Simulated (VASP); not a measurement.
Wanted: the native input for a VASP 6.6.1 run.

```yaml
Task: single point
Functional: PBEsol
Potentials_or_basis: VASP PAW PBE potentials, release 64 (Ge_d)
Cutoff: 520 eV
k_mesh: 20 × 20 × 20
Occupations: gaussian, width 0.15 eV
Spin: no spin polarisation
Dipole_correction: no
Further_INCAR_settings: ALGO = Normal; EDIFF = 1e-06; NBANDS = 21
```

The structure of Ge lies in POSCAR:

```
Ge
1.0
   -2.6517244106      2.6517244106      1.3554902639
    2.6517244106     -2.6517244106      1.3554902639
    2.6517244106      2.6517244106     -1.3554902639
Ge
2
Direct
    0.2500000000      0.7500000000      0.5000000000
    0.5000000000      0.5000000000      0.0000000000
```

This cell differs from its parent crystal: strain +0.030 along x and y, -0.030 along z.

One way to write it, as run:

INCAR

```
SYSTEM = Ge
ALGO = Normal
EDIFF = 1E-6
ENCUT = 520
GGA = PS
ISIF = 2
ISMEAR = 0
LASPH = .TRUE.
LCHARG = .FALSE.
LREAL = .FALSE.
LWAVE = .FALSE.
NBANDS = 21
NELM = 60
PREC = Accurate
SIGMA = 0.15
```

KPOINTS

```
k-points
0
G
  20 20 20
  0 0 0
```

Potentials or basis: VASP PAW PBE potentials, release 64 (Ge_d).

Launch:

```sh
$ cat potpaw_PBE.64/Ge_d/POTCAR > POTCAR
$ mpirun -np 1 vasp_std > vasp.out
```

Results of the run:

| Property | Result |
| --- | --- |
| Pressure | -2.5 GPa |
| Band gap on the k mesh | zero (bands 14 and 15 overlap by 4.64 eV) |

Caveat: the cell differs from its parent crystal (strain +0.030 along x and y, -0.030 along z); the PAW data sets were made with another functional, which shifts forces and pressure a little.

Wall time 4.9 min on 1 thread of Intel(R) Xeon(R) Platinum 8375C CPU @ 2.90GHz (Ice Lake), on a shared host, peak memory 0.49 GiB.
